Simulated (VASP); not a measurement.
Runs of VASP 6.6.1 on CaZr2N2. The structure is that of space group P4/mmm (No. 123), or close to it. The cells are those of the table. 

```csv
task,spin,cell,k mesh,cutoff (eV),gap on the mesh (eV),pressure (GPa),largest force (eV/Å)
single point,off,"a = 3.779, b = 3.779, c = 5.975 Å, 5 atoms",4 × 4 × 4,520,none,0.3,0.02
single point,"collinear, ferromagnetic start","a = 3.779, b = 3.779, c = 5.975 Å, 5 atoms",4 × 4 × 4,520,none,0.4,0.05
single point,off,"a = 3.772, b = 3.772, c = 5.993 Å, 5 atoms",10 × 10 × 6,520,none,(a),0.02
relaxation of cell and atoms,off,"relaxed from a = 3.779, b = 3.779, c = 5.975 Å, 5 atoms",10 × 10 × 6,600,none,-0.1,-
```

Alike in all rows: level PBE; potentials or basis VASP PAW PBE potentials, release 64 (Ca_sv, Zr_sv, N); smearing gaussian 0.1 eV.

Question: Estimate the missing entries.

Answer: (a) 0.2.

Caveats: some runs use coarse meshes.

A k mesh can miss the band edges, and the runs leave out spin-orbit coupling on Zr.

A gap of «none» marks levels without a gap at the run's occupations.
